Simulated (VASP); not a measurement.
Set up this calculation in VASP 6.6.1, as the native input.

```yaml
Task: relaxation of cell and atoms
Functional: PBE
Potentials_or_basis: VASP PAW PBE potentials, release 64 (Zr_sv, O)
Cutoff: 600 eV
k_mesh: 8 × 8 × 8
Occupations: gaussian, width 0.02 eV
Spin: no spin polarisation
Target_pressure: 5 GPa
Dipole_correction: no
Further_INCAR_settings: ALGO = Normal; EDIFF = 1e-07; IBRION = 2; EDIFFG = -0.008; NSW = 70; ISIF = 3
```

The structure of ZrO2 lies in POSCAR:

```
ZrO2
1.0
    0.0000000000      2.5405394960      2.5405394960
    2.5405394960      0.0000000000      2.5405394960
    2.5405394960      2.5405394960      0.0000000000
Zr O
1 2
Direct
    0.0000000000      0.0000000000      0.0000000000
    0.2500000000      0.2500000000      0.2500000000
    0.7500000000      0.7500000000      0.7500000000
```

These files were run (other wordings do the same):

INCAR

```
SYSTEM = ZrO2
PREC = Accurate ; ENCUT = 600
EDIFF = 1E-7 ; ISMEAR = 0
SIGMA = 0.02 ; LREAL = .FALSE.
LASPH = .TRUE. ; NELM = 120
ALGO = Normal ; ISIF = 3
LWAVE = .FALSE. ; LCHARG = .FALSE.
GGA = PE ; IBRION = 2
NSW = 70 ; EDIFFG = -0.008
PSTRESS = 50.0 ; GGA_COMPAT = .FALSE.
NELMIN = 4
```

KPOINTS

```
Automatic mesh
0
G
  8 8 8
  0 0 0
```

Potentials or basis: VASP PAW PBE potentials, release 64 (Zr_sv, O).

The run is started by

```console
$ cat potpaw_PBE.64/Zr_sv/POTCAR potpaw_PBE.64/O/POTCAR > POTCAR
$ mpirun -np 1 vasp_std > vasp.out
```

Results of the run:

```
Relaxed volume                                         : 10.94 Å³/atom
Relaxed cell                                           : a = 3.594 Å, b = 3.594 Å, c = 3.594 Å, α = 60.00°, β = 60.00°, γ = 60.00°
Space group after relaxing (to 0.05 Å)                 : Fm-3m (No. 225)
Energy change on relaxing (the enthalpy is what falls) : -0.2 meV/atom
Ionic steps                                            : 3
Pressure after relaxing                                : 5.0 GPa
Band gap on the k mesh                                 : 3.37 eV, indirect (least direct gap 3.81 eV)
```

Caveat: the cell is relaxed towards a set pressure, so the enthalpy falls and the energy may rise.

It took 63 s on 1 thread of Intel Xeon 6975P-C, with other jobs on the host, peak memory 0.18 GiB.
